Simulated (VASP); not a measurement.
Input of a VASP 6.6.1 run:

INCAR

```
SYSTEM = CdS
ALGO     = Normal         ! electronic algorithm
EDIFF    = 1E-6           ! SCF threshold, eV
ENCUT    = 520            ! plane-wave cutoff, eV
GGA      = PS             ! functional
ISIF     = 2              ! what is computed and relaxed
ISMEAR   = 0              ! smearing method
LASPH    = .TRUE.         ! aspherical terms in the spheres
LCHARG   = .FALSE.        ! write CHGCAR
LREAL    = .FALSE.        ! projectors in reciprocal space
LWAVE    = .FALSE.        ! write WAVECAR
NBANDS   = 26             ! bands
NELM     = 60             ! most SCF steps
PREC     = Accurate       ! precision mode
SIGMA    = 0.01           ! smearing width, eV
```

Contents of KPOINTS:

```
k-points
0
G
  6 6 4
  0 0 0
```

POSCAR

```
CdS
1.0
    4.0826189893      0.0000000000      0.0000000000
   -2.0413094946      3.5356517587      0.0000000000
    0.0000000000      0.0000000000      6.7499490646
Cd S
2 2
Direct
    0.3333333333      0.6666666667     -0.0007769940
    0.6666666667      0.3333333333      0.4992230060
    0.3333333333      0.6666666667      0.3757769940
    0.6666666667      0.3333333333      0.8757769940
```

Potentials or basis: VASP PAW PBE potentials, release 64 (Cd, S).

Command:

```console
$ cat potpaw_PBE.64/Cd/POTCAR potpaw_PBE.64/S/POTCAR > POTCAR
$ mpirun -np 1 vasp_std > vasp.out
```

Question: Predict the band gap on the k mesh.

Answer: 1.10 eV.

Question: What does it give for the largest force?

Answer: 0.132 eV/Å.

Question: Estimate the pressure.

Answer: 1.3 GPa.

Stress tensor (GPa, compression positive):
```
1.95 0.00 0.00
0.00 1.95 0.00
0.00 0.00 0.13
```

Caveat: the cell differs from its parent crystal (in-plane strain -0.01); the PAW data sets were made with another functional, which shifts forces and pressure a little.
